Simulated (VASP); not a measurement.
The system is MgH2.

```
Mg H
1.0
     0.00000    4.76213    4.76213
     2.38107    0.00000    2.38107
     2.38107    2.38107    0.00000
Mg H
2 4
Direct
  0.00001 0.00124 0.99971
  0.49962 0.99551 0.00195
  0.39225 0.78966 0.73053
  0.12911 0.25630 0.23702
  0.86708 0.78548 0.74842
  0.62040 0.24687 0.24421
```

Base run:

| Item | Value |
| --- | --- |
| Program | VASP 6.6.1 |
| Functional | LDA |
| Potentials or basis | VASP PAW LDA potentials, release 64 (Mg, H) |
| Cutoff | 400 eV |
| k mesh | 2 × 2 × 2, shifted |
| Occupations | fermi-dirac, width 0.1 eV |
| Spin | no spin polarisation |

Its results: band gap on the k mesh 1.60 eV; pressure -3.7 GPa; largest force 0.724 eV/Å.

Question: The run is repeated on the same cell with these changes: cutoff from 400 eV to 520 eV; further incar settings from ALGO = Normal; EDIFF = 1e-06; NBANDS = 13; ISYM = -1 to ALGO = Normal; EDIFF = 1e-06; NBANDS = 13. What comes out?

Answer: Band gap on the k mesh 1.56 eV; pressure -3.2 GPa; largest force 0.707 eV/Å.

Caveats: some runs use coarse meshes; a shifted mesh leaves out Γ, where band edges can lie; the cell stands under tension (at least some runs).

A k mesh can miss the band edges.
